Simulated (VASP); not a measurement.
# ZnO (P6_3mc) in VASP: further runs

Runs on ZnO. Level: LDA. Tasks: single point, relaxation of cell and atoms.

Program: VASP 6.6.1. These are calculated values, not measurements. Logs are shortened: lines on timing, memory, paths and dates and some standing lists are left out, and cuts for length are marked.

**1. The cell of the first run**

It takes space group P6_3mc (No. 186, hexagonal). Conventional cell: a = 3.203 Å, b = 3.203 Å, c = 5.178 Å, α = 90.00°, β = 90.00°, γ = 120.00°. Zn (site symmetry 3m) has 4 O at 1.95 to 1.96 Å within 2.6 Å. O (site symmetry 3m) has 4 Zn at 1.95 to 1.96 Å within 2.6 Å.

**2. Single point, LDA (11.50 Å³/atom)**

INCAR

```
PREC = Accurate
ENCUT = 520
EDIFF = 1E-6
ISMEAR = 0
SIGMA = 0.01
LREAL = F
LASPH = T
NELM = 60
ALGO = Normal
ISIF = 2
LWAVE = F
LCHARG = T
GGA = CA
LELF = T
LVHAR = T
NBANDS = 26
```

KPOINTS

```
regular mesh
0
Gamma
  8 8 4
```

POSCAR

```
ZnO
1.0
    3.2029567414      0.0000000000      0.0000000000
   -1.6014783707      2.7738419053      0.0000000000
    0.0000000000      0.0000000000      5.1780962407
Zn O
2 2
Direct
    0.3333333333      0.6666666667      0.5002871609
    0.6666666667      0.3333333333      0.0002871609
    0.6666666667      0.3333333333      0.3787228391
    0.3333333333      0.6666666667      0.8787228391
```

Potentials or basis: VASP PAW LDA potentials, release 64 (Zn, O).

Launch:

```bash
$ cat potpaw_LDA.64/Zn/POTCAR potpaw_LDA.64/O/POTCAR > POTCAR
$ mpirun -np 1 vasp_std > vasp.out
```

OUTCAR:

```text
PREC = Accurate
   ENCUT = 520
   EDIFF = 1E-6
   ISMEAR = 0
   LREAL = F
   LASPH = T
   NELM = 60
   ISIF = 2
   GGA = CA

 ion  position               nearest neighbor table
   1  0.333  0.667  0.500-   3 1.95   3 1.95   3 1.95   4 1.96
   2  0.667  0.333  0.000-   4 1.95   4 1.95   4 1.95   3 1.96
   3  0.667  0.333  0.379-   1 1.95   1 1.95   1 1.95   2 1.96
   4  0.333  0.667  0.879-   2 1.95   2 1.95   2 1.95   1 1.96

  LATTYP: Found a hexagonal cell.
 ALAT       =     3.2029567414
 C/A-ratio  =     1.6166613098

  Lattice vectors:

 A1 = (   3.2029567414,   0.0000000000,   0.0000000000)
 A2 = (  -1.6014783707,   2.7738419053,   0.0000000000)
 A3 = (   0.0000000000,   0.0000000000,   5.1780962407)

Analysis of symmetry for initial positions (statically):
=====================================================================
 Subroutine PRICEL returns:
 Original cell was already a primitive cell.

 Routine SETGRP: Setting up the symmetry group for a
 hexagonal supercell.

 Subroutine GETGRP returns: Found 12 space group operations
 (whereof  6 operations were pure point group operations)
 out of a pool of 24 trial point group operations.

The static configuration has the point symmetry C_3v.
 The point group associated with its full space group is C_6v.

Analysis of symmetry for dynamics (positions and initial velocities):
=====================================================================
 Subroutine PRICEL returns:
 Original cell was already a primitive cell.

 Routine SETGRP: Setting up the symmetry group for a
 hexagonal supercell.

 Subroutine GETGRP returns: Found 12 space group operations
 (whereof  6 operations were pure point group operations)
 out of a pool of 24 trial point group operations.

The dynamic configuration has the point symmetry C_3v.
 The point group associated with its full space group is C_6v.

 Subroutine INISYM returns: Found 12 space group operations
 (whereof  6 operations are pure point group operations),
 and found     1 'primitive' translations

----------------------------------------------------------------------------------------

                                     Primitive cell

  volume of cell :      46.0048

  direct lattice vectors                    reciprocal lattice vectors
     3.202956741  0.000000000  0.000000000     0.312211522  0.180255406  0.000000000
    -1.601478371  2.773841905  0.000000000     0.000000000  0.360510813  0.000000000
     0.000000000  0.000000000  5.178096241     0.000000000  0.000000000  0.193121169

  length of vectors
     3.202956741  3.202956741  5.178096241     0.360510813  0.360510813  0.193121169

  position of ions in fractional coordinates (direct lattice)
     0.333333333  0.666666667  0.500287161
     0.666666667  0.333333333  0.000287161
     0.666666667  0.333333333  0.378722839
     0.333333333  0.666666667  0.878722839

  ion indices of the primitive-cell ions
   primitive index   ion index
                 1           1
                 2           2
                 3           3
                 4           4

----------------------------------------------------------------------------------------

 KPOINTS: regular mesh

Automatic generation of k-mesh.
 Grid dimensions read from file:
 generate k-points for:    8    8    4

 Generating k-lattice:

  Cartesian coordinates                     Fractional coordinates (reciprocal lattice)
     0.039026440  0.022531926  0.000000000     0.125000000  0.000000000  0.000000000
     0.000000000  0.045063852  0.000000000     0.000000000  0.125000000  0.000000000
     0.000000000  0.000000000  0.048280292     0.000000000  0.000000000  0.250000000

  Length of vectors
     0.045063852  0.045063852  0.048280292

  Shift w.r.t. Gamma in fractional coordinates (k-lattice)
     0.000000000  0.000000000  0.000000000

 Subroutine IBZKPT returns following result:
 ===========================================

 Found     30 irreducible k-points:

 Following reciprocal coordinates:
            Coordinates               Weight
  0.000000  0.000000  0.000000      1.000000
  0.125000  0.000000  0.000000      6.000000
  0.250000  0.000000  0.000000      6.000000
  0.375000  0.000000  0.000000      6.000000
  0.500000  0.000000  0.000000      3.000000
  0.125000  0.125000  0.000000      6.000000
[... 16 lines left out ...]
  0.250000  0.000000  0.500000      6.000000
  0.375000  0.000000  0.500000      6.000000
 [... further k-points ...]
   k-points           NKPTS =     30   k-points in BZ     NKDIM =     30   number of bands    NBANDS=     26
   number of dos      NEDOS =    301   number of ions     NIONS =      4
   total plane-waves  NPLWV =  23040
   dimension x,y,z NGX =    24 NGY =   24 NGZ =   40
   dimension x,y,z NGXF=    48 NGYF=   48 NGZF=   80
   ions per type =               2   2
   NGX,Y,Z   is equivalent  to a cutoff of  12.46, 12.46, 12.84 a.u.
   NGXF,Y,Z  is equivalent  to a cutoff of  24.91, 24.91, 25.68 a.u.
 SYSTEM =  unknown system
   PREC   = accura    normal or accurate (medium, high low for compatibility)
   ISTART =      0    job   : 0-new  1-cont  2-samecut
   ICHARG =      2    charge: 1-file 2-atom 10-const
   ISPIN  =      1    spin polarized calculation?
   LNONCOLLINEAR =      F non collinear calculations
   LSORBIT =      F    spin-orbit coupling
   LASPH  =      T    aspherical Exc in radial PAW
   ENCUT  =  520.0 eV  38.22 Ry    6.18 a.u.   5.96  5.96  9.63*2*pi/ulx,y,z
   NELM   =     60;   NELMIN=  2; NELMDL= -5     # of ELM steps
   EDIFF  = 0.1E-05   stopping-criterion for ELM
   LREAL  =      F    real-space projection
   EDIFFG = 0.1E-04   stopping-criterion for IOM
   NSW    =      0    number of steps for IOM
   IBRION =     -1    ionic relax: 0-MD 1-quasi-New 2-CG
   NFREE  =      0    steps in history (QN), initial steepest desc. (CG)
   ISIF   =      2    stress and relaxation
   ISYM   =      2    0-nonsym 1-usesym 2-fastsym
   POTIM  = 0.5000    time-step for ionic-motion
   TEBEG  =    0.0;   TEEND  =   0.0 temperature during run
   PSTRESS=    0.0 pullay stress
   NELECT =      36.0000    total number of electrons
   NUPDOWN=      -1.0000    fix difference up-down
   EMIN   =  10.00;   EMAX   =-10.00  energy-range for DOS
   EFERMI =   0.00;   METHOD = LEGACY
   ISMEAR =     0;   SIGMA  =   0.01  broadening in eV -4-tet -1-fermi 0-gaus
   EFERMI_NEDOS =   21; number of points for ismear=-14 and -15
   IALGO  =     38    algorithm
   IMIX   =      4    mixing-type and parameters
     AMIX     =   0.40;   BMIX     =  1.00
     AMIX_MAG =   1.60;   BMIX_MAG =  1.00
  volume/ion in A,a.u.               =      11.50        77.61
  Fermi-wavevector in a.u.,A,eV,Ry     =   1.508602  2.850845 30.965230  2.275880
  Thomas-Fermi vector in A             =   2.619035
   LORBIT       =      0    0 simple, 1 ext, 2 COOP (PROOUT), +10 PAW based schemes
   GGA     = CA    functional components
   LHFCALC =     F    Hartree Fock is set to
   AEXX    =    0.0000 exact exchange contribution
   IVDW    =     0    specifies the selected vdW correction
   LEPSILON=     F    determine dielectric tensor
   LRPA    =     F    only Hartree local field effects (RPA)
 non-spin polarized calculation
 Gauss-broadening in eV      SIGMA  =   0.01
  energy-cutoff  :      520.00
  volume of cell :       46.00
 maximum number of plane-waves:      1254
 NGX is ok and might be reduce to    24
   NGX = 11   NGY = 11   NGZ = 19

 number of electron      35.9999996 magnetization

 Free energy of the ion-electron system (eV)
  ---------------------------------------------------
  ext. energy  EPLUGINS =         0.00000000
  ---------------------------------------------------
  free energy    TOTEN  =       -21.15729033 eV

  energy without entropy =      -21.15729033  energy(sigma->0) =      -21.15729033

 E-fermi :   1.3093     XC(G=0): -11.6453

 val. band max:        1.2063458361   @ k =   0.0000   0.0000   0.0000
 cond. band min:       1.9914307494   @ k =   0.0000   0.0000   0.0000
 fundamental gap:      0.7850849133
 Fermi energy:         1.3092743535

 k-point     1 :       0.0000    0.0000    0.0000
  band No.  band energies     occupation
      1     -16.8881      2.00000
      2     -16.0702      2.00000
      3      -4.7952      2.00000
      4      -4.7448      2.00000
      5      -4.7448      2.00000
      6      -4.7079      2.00000
[... 18 lines left out ...]
     25      15.4168      0.00000
     26      15.4168      0.00000

 k-point     2 :       0.1250    0.0000    0.0000
  band No.  band energies     occupation
      1     -16.7919      2.00000
      2     -16.0270      2.00000
      3      -4.8573      2.00000
      4      -4.6938      2.00000
      5      -4.6616      2.00000
      6      -4.6558      2.00000
[... 18 lines left out ...]
     25      15.3528      0.00000
     26      15.5876      0.00000

 k-point     3 :       0.2500    0.0000    0.0000
  band No.  band energies     occupation
      1     -16.5430      2.00000
      2     -15.9305      2.00000
      3      -5.0457      2.00000
      4      -4.6739      2.00000
      5      -4.5838      2.00000
      6      -4.4760      2.00000
[... 18 lines left out ...]
     25      14.5878      0.00000
     26      15.4527      0.00000

 k-point     4 :       0.3750    0.0000    0.0000
  band No.  band energies     occupation
      1     -16.2542      2.00000
      2     -15.8593      2.00000
      3      -5.1058      2.00000
      4      -4.7587      2.00000
      5      -4.5028      2.00000
      6      -4.2554      2.00000
[... 18 lines left out ...]
     25      14.5325      0.00000
     26      15.4176      0.00000
[... 496 lines left out ...]
      1     -16.4195      2.00000
      2     -16.4195      2.00000
      3      -5.0561      2.00000
      4      -5.0561      2.00000
      5      -4.6241      2.00000
      6      -4.6241      2.00000
[... 18 lines left out ...]
     25      14.5367      0.00000
     26      14.5367      0.00000

 k-point    23 :       0.2500    0.0000    0.5000
  band No.  band energies     occupation
      1     -16.2382      2.00000
      2     -16.2382      2.00000
      3      -5.1605      2.00000
      4      -5.1605      2.00000
      5      -4.4833      2.00000
      6      -4.4833      2.00000
[... 18 lines left out ...]
     25      14.7839      0.00000
     26      14.7839      0.00000

 k-point    24 :       0.3750    0.0000    0.5000
  band No.  band energies     occupation
      1     -16.0495      2.00000
      2     -16.0495      2.00000
      3      -5.2254      2.00000
      4      -5.2254      2.00000
      5      -4.2957      2.00000
      6      -4.2957      2.00000
[... 18 lines left out ...]
     25      14.9116      0.00000
     26      14.9116      0.00000

 [... further k-points ...]

------------------------ aborting loop because EDIFF is reached ----------------------------------------

  FORCE on cell =-STRESS in cart. coord.  units (eV):
  Direction    XX          YY          ZZ          XY          YZ          ZX
  --------------------------------------------------------------------------------------
  -------------------------------------------------------------------------------------
  Total       -0.3228766     -0.3228766     -0.3274351      0.0000000      0.0000000      0.0000000
  in kB      -11.2446062    -11.2446062    -11.4033633      0.0000000      0.0000000      0.0000000
  external PRESSURE =     -11.2975253 kB  Pullay stress =       0.0000000 kB

 VOLUME and BASIS-vectors are now :
 -----------------------------------------------------------------------------
  energy-cutoff  :      520.00
  volume of cell :       46.00
      direct lattice vectors                 reciprocal lattice vectors
     3.202956741  0.000000000  0.000000000     0.312211522  0.180255406  0.000000000
    -1.601478371  2.773841905  0.000000000     0.000000000  0.360510813  0.000000000
     0.000000000  0.000000000  5.178096241     0.000000000  0.000000000  0.193121169

 POSITION                                       TOTAL-FORCE (eV/Angst)
 -----------------------------------------------------------------------------------
     -0.00000      1.84923      2.59054         0.000000      0.000000      0.000097
      1.60148      0.92461      0.00149        -0.000000      0.000000      0.000097
      1.60148      0.92461      1.96106         0.000000     -0.000000     -0.000097
     -0.00000      1.84923      4.55011        -0.000000      0.000000     -0.000097
 -----------------------------------------------------------------------------------
    total drift:                                0.000000      0.000001     -0.000226

  FREE ENERGIE OF THE ION-ELECTRON SYSTEM (eV)
  ---------------------------------------------------
  free  energy   TOTEN  =       -21.1572903337 eV

  energy  without entropy=      -21.1572903337  energy(sigma->0) =      -21.15729033
```

It took 71 s on 1 thread of Intel Xeon 8259CL, shared host; peak memory 0.13 GiB.

Results:

```yaml
Free_energy: -21.1573 eV
Pressure: -1.1 GPa
Band_gap_on_the_k_mesh: 0.79 eV
```

Levels at points of the mesh, in eV from the valence-band top:
```
           k point  band 14  band 15  band 16  band 17  band 18  band 19  band 20  band 21  band 22  band 23
(0.00, 0.00, 0.00)    -0.84    -0.84    -0.10     0.00     0.00     0.79     5.24     8.15    12.89    12.89
(0.50, 0.00, 0.00)    -3.71    -2.98    -2.40    -1.38    -0.89     5.83     6.75     7.43     8.61    10.58
(0.00, 0.00, 0.50)    -2.31    -0.42    -0.42    -0.42    -0.42     3.46     3.46    10.00    10.00    13.19
(0.50, 0.00, 0.50)    -3.90    -1.60    -1.60    -1.47    -1.47     5.62     5.62     8.50     8.50    11.24
```

Caveat: semilocal functionals underestimate gaps, and a narrow one can read as zero.

[end of part 1 of 2]
